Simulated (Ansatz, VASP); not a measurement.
**La in VASP and in Ansatz**

```
La
1.0
     3.75000    0.03750    0.03750
    -1.84253    3.22885    0.01373
     0.06070    0.06070    6.07000
La
2
Direct
  0.33333 0.66667 0.25000
  0.66667 0.33333 0.75000
```

Change from the starting cell: equal xy, yz and zx shear strains of +2 %.

Alike in both runs: task single point; functional LDA; k mesh 11 × 11 × 6; occupations fermi-dirac, width 0.05 eV; no spin polarisation.

|  | VASP | Ansatz |
| --- | --- | --- |
| version | VASP 6.6.1 | Ansatz 0.2.0 |
| potentials or method | VASP PAW LDA potentials, release 64 (La), cutoff 520 eV | all-electron LAPW, scalar-relativistic |

Ansatz gave:

- pressure (GPa): -3.0
- traceless stress, the component that is largest in VASP (GPa): -0.29

Task: Estimate VASP's values.

Result: Pressure (GPa): -3.1; traceless stress, the component that is largest in VASP (GPa): -0.29.

LDA's correlation is that of Perdew and Zunger in VASP and of Perdew and Wang (1992) in Ansatz. Ansatz ran all-electron here, and VASP with PAW potentials.

Neither program's run includes spin-orbit coupling.
